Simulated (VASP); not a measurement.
Write the native input for VASP 6.6.1 that does the following.

```
Task                   : single point
Functional             : LDA
Potentials or basis    : VASP PAW LDA potentials, release 64 (Nb_sv, C)
Cutoff                 : 600 eV
k mesh                 : 8 × 8 × 8
Occupations            : gaussian, width 0.1 eV
Spin                   : no spin polarisation
Dipole correction      : no
Further INCAR settings : ALGO = Normal; EDIFF = 1e-06; NBANDS = 16
```

The structure of NbC (lda) lies in POSCAR:

```
NbC
1.0
    0.0000000000      2.2138163759      2.2138163759
    2.2138163759      0.0000000000      2.2138163759
    2.2138163759      2.2138163759      0.0000000000
Nb C
1 1
Direct
    0.0000000000      0.0000000000      0.0000000000
    0.5000000000      0.5000000000      0.5000000000
```

The input as run:

INCAR

```
PREC = Accurate ; ENCUT = 600
EDIFF = 1E-6 ; ISMEAR = 0
SIGMA = 0.1 ; LREAL = False
LASPH = True ; NELM = 120
ALGO = Normal ; ISIF = 2
LWAVE = False ; LCHARG = True
LELF = True ; LVHAR = True
NBANDS = 16 ; GGA_COMPAT = False
```

KPOINTS

```
Automatic mesh
0
Gamma
  8 8 8
```

Potentials or basis: VASP PAW LDA potentials, release 64 (Nb_sv, C).

The run is started by

```sh
$ cat potpaw_LDA.64/Nb_sv/POTCAR potpaw_LDA.64/C/POTCAR > POTCAR
$ mpirun -np 1 vasp_std > vasp.out
```

It gave:

```
Pressure : -0.2 GPa
```

It took 12 s on 1 thread of Intel(R) Xeon(R) Platinum 8259CL CPU @ 2.50GHz (Skylake/Cascade Lake), on a shared host, peak memory 0.14 GiB.
